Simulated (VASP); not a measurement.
# Sc (P6_3/mmc) in VASP: a series of runs

Sc is run at these levels: LDA; tasks: single point, relaxation of volume and atoms at fixed shape.

Everything below comes from runs of VASP 6.6.1. Logs are shortened: lines on timing, memory, paths and dates and some standing lists are left out, and cuts for length are marked.

## (1) The cell of the first run

Symmetry: P6_3/mmc, No. 194, hexagonal system. Conventional cell: a = 3.199 Å, b = 3.199 Å, c = 5.098 Å, α = 90.00°, β = 90.00°, γ = 120.00°. Sc (site symmetry -6m2) has 12 Sc at 3.15 to 3.20 Å within 4.1 Å.

## (2) Single point, LDA

Contents of INCAR:

```
ALGO = Normal
EDIFF = 1E-6
ENCUT = 520
ISIF = 2
ISMEAR = -1
LASPH = True
LCHARG = True
LELF = True
LREAL = False
LVHAR = True
LWAVE = False
NBANDS = 18
NELM = 60
PREC = Accurate
SIGMA = 0.05
```

Contents of KPOINTS:

```
k-points
0
Gamma
  8 8 4
```

Contents of POSCAR:

```
Sc
1.0
    3.1990086205      0.0000000000      0.0000000000
   -1.5995043102      2.7704227322      0.0000000000
    0.0000000000      0.0000000000      5.0980152125
Sc
2
Direct
    0.3333333333      0.6666666667      0.2500000000
    0.6666666667      0.3333333333      0.7500000000
```

Potentials or basis: VASP PAW LDA potentials, release 64 (Sc_sv).

The run is started by

```sh
> cat potpaw_LDA.64/Sc_sv/POTCAR > POTCAR
> mpirun -np 1 vasp_std > vasp.out
```

OUTCAR:

```text
EDIFF = 1E-6
   ENCUT = 520
   ISIF = 2
   ISMEAR = -1
   LASPH = True
   LREAL = False
   NELM = 60
   PREC = Accurate

 ion  position               nearest neighbor table
   1  0.333  0.667  0.250-   2 3.15   2 3.15   2 3.15   2 3.15   2 3.15   2 3.15
   2  0.667  0.333  0.750-   1 3.15   1 3.15   1 3.15   1 3.15   1 3.15   1 3.15

  LATTYP: Found a hexagonal cell.
 ALAT       =     3.1990086205
 C/A-ratio  =     1.5936234682

  Lattice vectors:

 A1 = (   3.1990086205,   0.0000000000,   0.0000000000)
 A2 = (  -1.5995043102,   2.7704227322,   0.0000000000)
 A3 = (   0.0000000000,   0.0000000000,   5.0980152125)

Analysis of symmetry for initial positions (statically):
=====================================================================
 Subroutine PRICEL returns:
 Original cell was already a primitive cell.

 Routine SETGRP: Setting up the symmetry group for a
 hexagonal supercell.

 Subroutine GETGRP returns: Found 24 space group operations
 (whereof 12 operations were pure point group operations)
 out of a pool of 24 trial point group operations.

The static configuration has the point symmetry D_3d.
 The point group associated with its full space group is D_6h.

Analysis of symmetry for dynamics (positions and initial velocities):
=====================================================================
 Subroutine PRICEL returns:
 Original cell was already a primitive cell.

 Routine SETGRP: Setting up the symmetry group for a
 hexagonal supercell.

 Subroutine GETGRP returns: Found 24 space group operations
 (whereof 12 operations were pure point group operations)
 out of a pool of 24 trial point group operations.

The dynamic configuration has the point symmetry D_3d.
 The point group associated with its full space group is D_6h.

 Subroutine INISYM returns: Found 24 space group operations
 (whereof 12 operations are pure point group operations),
 and found     1 'primitive' translations

----------------------------------------------------------------------------------------

                                     Primitive cell

  volume of cell :      45.1817

  direct lattice vectors                    reciprocal lattice vectors
     3.199008620  0.000000000  0.000000000     0.312596844  0.180477872  0.000000000
    -1.599504310  2.770422732  0.000000000     0.000000000  0.360955745  0.000000000
     0.000000000  0.000000000  5.098015213     0.000000000  0.000000000  0.196154770

  length of vectors
     3.199008620  3.199008620  5.098015213     0.360955745  0.360955745  0.196154770

  position of ions in fractional coordinates (direct lattice)
     0.333333333  0.666666667  0.250000000
     0.666666667  0.333333333  0.750000000

  ion indices of the primitive-cell ions
   primitive index   ion index
                 1           1
                 2           2

----------------------------------------------------------------------------------------

 KPOINTS: k-points

Automatic generation of k-mesh.
 Grid dimensions read from file:
 generate k-points for:    8    8    4

 Generating k-lattice:

  Cartesian coordinates                     Fractional coordinates (reciprocal lattice)
     0.039074606  0.022559734  0.000000000     0.125000000  0.000000000  0.000000000
     0.000000000  0.045119468  0.000000000     0.000000000  0.125000000  0.000000000
     0.000000000  0.000000000  0.049038692     0.000000000  0.000000000  0.250000000

  Length of vectors
     0.045119468  0.045119468  0.049038692

  Shift w.r.t. Gamma in fractional coordinates (k-lattice)
     0.000000000  0.000000000  0.000000000

 Subroutine IBZKPT returns following result:
 ===========================================

 Found     30 irreducible k-points:

 Following reciprocal coordinates:
            Coordinates               Weight
  0.000000  0.000000  0.000000      1.000000
  0.125000  0.000000  0.000000      6.000000
  0.250000  0.000000  0.000000      6.000000
  0.375000  0.000000  0.000000      6.000000
  0.500000  0.000000  0.000000      3.000000
  0.125000  0.125000  0.000000      6.000000
[... 16 lines left out ...]
  0.250000  0.000000  0.500000      6.000000
  0.375000  0.000000  0.500000      6.000000
 [... further k-points ...]
   k-points           NKPTS =     30   k-points in BZ     NKDIM =     30   number of bands    NBANDS=     18
   number of dos      NEDOS =    301   number of ions     NIONS =      2
   total plane-waves  NPLWV =  23040
   dimension x,y,z NGX =    24 NGY =   24 NGZ =   40
   dimension x,y,z NGXF=    48 NGYF=   48 NGZF=   80
   ions per type =               2
   NGX,Y,Z   is equivalent  to a cutoff of  12.47, 12.47, 13.04 a.u.
   NGXF,Y,Z  is equivalent  to a cutoff of  24.94, 24.94, 26.09 a.u.
 SYSTEM =  unknown system
   PREC   = accura    normal or accurate (medium, high low for compatibility)
   ISTART =      0    job   : 0-new  1-cont  2-samecut
   ICHARG =      2    charge: 1-file 2-atom 10-const
   ISPIN  =      1    spin polarized calculation?
   LNONCOLLINEAR =      F non collinear calculations
   LSORBIT =      F    spin-orbit coupling
   LASPH  =      T    aspherical Exc in radial PAW
   ENCUT  =  520.0 eV  38.22 Ry    6.18 a.u.   5.95  5.95  9.48*2*pi/ulx,y,z
   NELM   =     60;   NELMIN=  2; NELMDL= -5     # of ELM steps
   EDIFF  = 0.1E-05   stopping-criterion for ELM
   LREAL  =      F    real-space projection
   EDIFFG = 0.1E-04   stopping-criterion for IOM
   NSW    =      0    number of steps for IOM
   IBRION =     -1    ionic relax: 0-MD 1-quasi-New 2-CG
   NFREE  =      0    steps in history (QN), initial steepest desc. (CG)
   ISIF   =      2    stress and relaxation
   ISYM   =      2    0-nonsym 1-usesym 2-fastsym
   POTIM  = 0.5000    time-step for ionic-motion
   TEBEG  =    0.0;   TEEND  =   0.0 temperature during run
   PSTRESS=    0.0 pullay stress
   NELECT =      22.0000    total number of electrons
   NUPDOWN=      -1.0000    fix difference up-down
   EMIN   =  10.00;   EMAX   =-10.00  energy-range for DOS
   EFERMI =   0.00;   METHOD = LEGACY
   ISMEAR =    -1;   SIGMA  =   0.05  broadening in eV -4-tet -1-fermi 0-gaus
   EFERMI_NEDOS =   21; number of points for ismear=-14 and -15
   IALGO  =     38    algorithm
   IMIX   =      4    mixing-type and parameters
     AMIX     =   0.40;   BMIX     =  1.00
     AMIX_MAG =   1.60;   BMIX_MAG =  1.00
  volume/ion in A,a.u.               =      22.59       152.45
  Fermi-wavevector in a.u.,A,eV,Ry     =   1.287938  2.433849 22.569121  1.658784
  Thomas-Fermi vector in A             =   2.419922
   LORBIT       =      0    0 simple, 1 ext, 2 COOP (PROOUT), +10 PAW based schemes
   GGA     = CA    functional components
   LHFCALC =     F    Hartree Fock is set to
   AEXX    =    0.0000 exact exchange contribution
   IVDW    =     0    specifies the selected vdW correction
   LEPSILON=     F    determine dielectric tensor
   LRPA    =     F    only Hartree local field effects (RPA)
 non-spin polarized calculation
  energy-cutoff  :      520.00
  volume of cell :       45.18
 maximum number of plane-waves:      1232
 NGX is ok and might be reduce to    24
   NGX = 11   NGY = 11   NGZ = 19

 number of electron      21.9999996 magnetization

 Free energy of the ion-electron system (eV)
  ---------------------------------------------------
  ext. energy  EPLUGINS =         0.00000000
  ---------------------------------------------------
  free energy    TOTEN  =       -13.46319414 eV

  energy without entropy =      -13.43472308  energy(sigma->0) =      -13.44895861

 E-fermi :   3.9941     XC(G=0): -10.5093

 val. band max:        3.9509864337   @ k =   0.1250   0.1250   0.0000
 cond. band min:       3.9971389611   @ k =   0.2500   0.1250   0.0000
 fundamental gap:      0.0461525274
 Fermi energy:         3.9941246638

 k-point     1 :       0.0000    0.0000    0.0000
  band No.  band energies     occupation
      1     -44.6211      2.00000
      2     -44.5210      2.00000
      3     -23.8626      2.00000
      4     -23.3974      2.00000
      5     -23.3974      2.00000
      6     -23.3172      2.00000
[... 10 lines left out ...]
     17       6.5239      0.00000
     18       6.5239      0.00000

 k-point     2 :       0.1250    0.0000    0.0000
  band No.  band energies     occupation
      1     -44.6097      2.00000
      2     -44.5164      2.00000
      3     -23.8349      2.00000
      4     -23.4544      2.00000
      5     -23.4159      2.00000
      6     -23.3762      2.00000
[... 10 lines left out ...]
     17       6.3069      0.00000
     18       6.3589      0.00000

 k-point     3 :       0.2500    0.0000    0.0000
  band No.  band energies     occupation
      1     -44.5810      2.00000
      2     -44.5065      2.00000
      3     -23.7608      2.00000
      4     -23.5937      2.00000
      5     -23.5128      2.00000
      6     -23.4584      2.00000
[... 10 lines left out ...]
     17       6.7656      0.00000
     18       7.0275      0.00000

 k-point     4 :       0.3750    0.0000    0.0000
  band No.  band energies     occupation
      1     -44.5487      2.00000
      2     -44.5000      2.00000
      3     -23.7342      2.00000
      4     -23.6668      2.00000
      5     -23.6422      2.00000
      6     -23.4989      2.00000
[... 10 lines left out ...]
     17       7.7098      0.00000
     18       7.8423      0.00000

 k-point     5 :       0.5000    0.0000    0.0000
  band No.  band energies     occupation
      1     -44.5326      2.00000
      2     -44.5000      2.00000
      3     -23.7925      2.00000
      4     -23.6941      2.00000
      5     -23.6118      2.00000
      6     -23.5152      2.00000
[... 10 lines left out ...]
     17       8.3281      0.00000
     18       8.3470      0.00000

 k-point     6 :       0.1250    0.1250    0.0000
  band No.  band energies     occupation
      1     -44.5897      2.00000
      2     -44.5092      2.00000
      3     -23.7839      2.00000
      4     -23.5337      2.00000
      5     -23.5045      2.00000
      6     -23.4222      2.00000
[... 10 lines left out ...]
     17       6.4865      0.00000
     18       6.9260      0.00000

 k-point     7 :       0.2500    0.1250    0.0000
  band No.  band energies     occupation
      1     -44.5588      2.00000
      2     -44.5013      2.00000
      3     -23.6981      2.00000
      4     -23.6631      2.00000
      5     -23.6090      2.00000
      6     -23.4874      2.00000
[... 10 lines left out ...]
     17       7.4118      0.00000
     18       7.8217      0.00000

 k-point     8 :       0.3750    0.1250    0.0000
  band No.  band energies     occupation
      1     -44.5327      2.00000
      2     -44.4999      2.00000
      3     -23.7612      2.00000
      4     -23.6696      2.00000
      5     -23.6129      2.00000
      6     -23.5392      2.00000
[... 10 lines left out ...]
     17       8.0773      0.00000
     18       8.2494      0.00000
[... 229 lines left out ...]
     17       7.6227      0.00000
     18       8.2970      0.00000

 k-point    20 :       0.3750    0.2500    0.2500
  band No.  band energies     occupation
      1     -44.5154      2.00000
      2     -44.5058      2.00000
      3     -23.7510      2.00000
      4     -23.7054      2.00000
      5     -23.6437      2.00000
      6     -23.5349      2.00000
[... 10 lines left out ...]
     17       7.7951      0.00000
     18       8.1111      0.00000

 k-point    21 :       0.0000    0.0000    0.5000
  band No.  band energies     occupation
      1     -44.5713      2.00000
      2     -44.5713      2.00000
      3     -23.5811      2.00000
      4     -23.5811      2.00000
      5     -23.3573      2.00000
      6     -23.3573      2.00000
[... 10 lines left out ...]
     17       7.6022      0.00000
     18       7.6022      0.00000

 k-point    22 :       0.1250    0.0000    0.5000
  band No.  band energies     occupation
      1     -44.5633      2.00000
      2     -44.5633      2.00000
      3     -23.5958      2.00000
      4     -23.5958      2.00000
      5     -23.3912      2.00000
      6     -23.3912      2.00000
[... 10 lines left out ...]
     17       7.5646      0.00000
     18       7.6182      0.00000

 k-point    23 :       0.2500    0.0000    0.5000
  band No.  band energies     occupation
      1     -44.5439      2.00000
      2     -44.5439      2.00000
      3     -23.6696      2.00000
      4     -23.6696      2.00000
      5     -23.4325      2.00000
      6     -23.4325      2.00000
[... 10 lines left out ...]
     17       7.5833      0.00000
     18       7.5873      0.00000

 k-point    24 :       0.3750    0.0000    0.5000
  band No.  band energies     occupation
      1     -44.5244      2.00000
      2     -44.5244      2.00000
      3     -23.7783      2.00000
      4     -23.7783      2.00000
      5     -23.4361      2.00000
      6     -23.4361      2.00000
[... 10 lines left out ...]
     17       7.9672      0.00000
     18       8.1419      0.00000

 [... further k-points ...]

------------------------ aborting loop because EDIFF is reached ----------------------------------------

  FORCE on cell =-STRESS in cart. coord.  units (eV):
  Direction    XX          YY          ZZ          XY          YZ          ZX
  --------------------------------------------------------------------------------------
  -------------------------------------------------------------------------------------
  Total        0.2427416      0.2427416     -0.4705178      0.0000000     -0.0000000      0.0000000
  in kB        8.6078016      8.6078016    -16.6849162      0.0000000     -0.0000000      0.0000000
  external PRESSURE =       0.1768957 kB  Pullay stress =       0.0000000 kB

 VOLUME and BASIS-vectors are now :
 -----------------------------------------------------------------------------
  energy-cutoff  :      520.00
  volume of cell :       45.18
      direct lattice vectors                 reciprocal lattice vectors
     3.199008620  0.000000000  0.000000000     0.312596844  0.180477872  0.000000000
    -1.599504310  2.770422732  0.000000000     0.000000000  0.360955745  0.000000000
     0.000000000  0.000000000  5.098015213     0.000000000  0.000000000  0.196154770

 POSITION                                       TOTAL-FORCE (eV/Angst)
 -----------------------------------------------------------------------------------
     -0.00000      1.84695      1.27450         0.000000     -0.000000      0.000000
      1.59950      0.92347      3.82351        -0.000000      0.000000      0.000000
 -----------------------------------------------------------------------------------
    total drift:                               -0.000000      0.000000     -0.000000

  FREE ENERGIE OF THE ION-ELECTRON SYSTEM (eV)
  ---------------------------------------------------
  free  energy   TOTEN  =       -13.4631941415 eV

  energy  without entropy=      -13.4347230799  energy(sigma->0) =      -13.44895861
```

Run time: 22 s. Hardware: 1 thread of Intel Xeon Platinum 8259CL at 2.50GHz (Skylake/Cascade Lake), shared host; peak memory 0.15 GiB.

Results:

- Free energy: -13.4632 eV
- Pressure: 0.0 GPa
- Band gap on the k mesh: zero (bands 11 and 12 overlap by 1.38 eV)

Levels at points of the mesh, in eV from the Fermi level:
```
           k point  band 7  band 8  band 9  band 10  band 11  band 12  band 13  band 14  band 15  band 16
(0.00, 0.00, 0.00)  -27.31  -27.28   -5.24    -1.81     0.74     1.65     1.65     1.78     2.11     2.11
(0.50, 0.00, 0.00)  -27.42  -27.37   -1.63    -1.18    -0.85    -0.18     1.31     1.44     1.89     4.11
(0.00, 0.00, 0.50)  -27.35  -27.35   -3.64    -3.64     0.90     0.90     1.58     1.58     1.58     1.58
(0.50, 0.00, 0.50)  -27.43  -27.43   -1.62    -1.62     0.03     0.03     1.48     1.48     2.56     2.56
```

## (3) Relaxation of volume and atoms at fixed shape, LDA

This run uses another cell than the first one, of 25.00 Å³/atom.

Contents of INCAR:

```
SYSTEM = Sc
PREC = Accurate
ENCUT = 600
EDIFF = 1E-6
ISMEAR = -1
SIGMA = 0.05
LREAL = .False.
LASPH = .True.
NELM = 60
ALGO = Normal
ISIF = 8
LWAVE = .False.
LCHARG = .False.
GGA = CA
IBRION = 2
NSW = 80
EDIFFG = -0.03
```

Contents of KPOINTS:

```
Automatic mesh
0
Gamma
  8 8 4
  0 0 0
```

Contents of POSCAR:

```
Sc
1.0
    3.3090000000      0.0000000000      0.0000000000
   -1.6545000000      2.8656780000      0.0000000000
    0.0000000000      0.0000000000      5.2733000000
Sc
2
Direct
    0.3333333333      0.6666666667      0.2500000000
    0.6666666667      0.3333333333      0.7500000000
```

Potentials or basis: VASP PAW LDA potentials, release 64 (Sc_sv).

The run is started by

```sh
> cat potpaw_LDA.64/Sc_sv/POTCAR > POTCAR
> mpirun -np 1 vasp_std > vasp.out
```

It took 98 s on 1 thread of Intel Xeon Platinum 8259CL at 2.50GHz (Skylake/Cascade Lake), shared host; peak memory 0.16 GiB.

Results (log left out):

* Free energy: -13.4636 eV
* Relaxed volume: 22.61 Å³/atom
* Relaxed cell: a = 3.200 Å, b = 3.200 Å, c = 5.099 Å, α = 90.00°, β = 90.00°, γ = 120.00°
* Space group after relaxing (to 0.1 Å): P6_3/mmc (No. 194)
* Energy gained by relaxing: 42.3 meV/atom
* Ionic steps: 3
* Pressure after relaxing: 0.1 GPa
* Band gap on the k mesh: zero (bands 11 and 12 overlap by 1.38 eV)

Stress tensor (GPa, compression positive):
```
 0.89  0.00  0.00
 0.00  0.89  0.00
 0.00  0.00 -1.62
```

Step by step:
```csv
step,energy change (eV),largest force (eV/Å),pressure (GPa),volume (Å³)
1,0.0000,0.0000,-5.29,50.00
2,-0.0803,0.0000,1.39,44.26
3,-0.0845,0.0000,0.05,45.22
```

Final structure:
```yaml
crystal:
  lattice:
    - [3.19992, 0.00000, 0.00000]
    - [-1.59996, 2.77121, 0.00000]
    - [0.00000, 0.00000, 5.09946]
  atoms:
    - { symbol: Sc, position: [0.33333, 0.66667, 0.25000] }
    - { symbol: Sc, position: [0.66667, 0.33333, 0.75000] }
```

Levels at points of the mesh, in eV from the Fermi level:
| k point | band 9 | band 10 | band 11 | band 12 | band 13 | band 14 |
| --- | --- | --- | --- | --- | --- | --- |
| (0.00, 0.00, 0.00) | -5.24 | -1.81 | 0.74 | 1.64 | 1.64 | 1.78 |
| (0.50, 0.00, 0.00) | -1.63 | -1.18 | -0.85 | -0.18 | 1.31 | 1.44 |
| (0.00, 0.00, 0.50) | -3.64 | -3.64 | 0.90 | 0.90 | 1.58 | 1.58 |
| (0.50, 0.00, 0.50) | -1.62 | -1.62 | 0.03 | 0.03 | 1.48 | 1.48 |
